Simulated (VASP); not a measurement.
A run of VASP 6.6.1:

The input INCAR:

```
  PREC = Accurate
  ENCUT = 520
  EDIFF = 1E-7
  ISMEAR = 1
  SIGMA = 0.2
  LREAL = False
  LASPH = True
  NELM = 80
  ALGO = Normal
  ISIF = 2
  LWAVE = False
  LCHARG = False
  GGA = PS
  NBANDS = 35
```

KPOINTS

```
Automatic mesh
0
Gamma
  12 12 4
```

Contents of POSCAR:

```
MoS2
1.0
    3.3186811328      0.0000000000      0.0000000000
   -1.6593405664      2.8740621681      0.0000000000
    0.0000000000      0.0000000000     12.3464894184
Mo S
2 4
Direct
    0.3333333333      0.6666666667      0.2500000000
    0.6666666667      0.3333333333      0.7500000000
    0.3333333333      0.6666666667      0.6259932117
    0.6666666667      0.3333333333      0.1259932117
    0.3333333333      0.6666666667      0.8740067883
    0.6666666667      0.3333333333      0.3740067883
```

Potentials or basis: VASP PAW PBE potentials, release 64 (Mo_sv, S).

Run with:

```bash
$ cat potpaw_PBE.64/Mo_sv/POTCAR potpaw_PBE.64/S/POTCAR > POTCAR
$ mpirun -np 1 vasp_std > vasp.out
```

Hardware: 1 thread of AMD EPYC 7R13 Processor (Zen 3), on a shared host.

Estimate the wall time of this run.

It took 3.8 min on 1 thread of AMD EPYC 7R13 Processor (Zen 3), on a shared host, peak memory 0.34 GiB. Counts: scf iterations 17, k points 57.
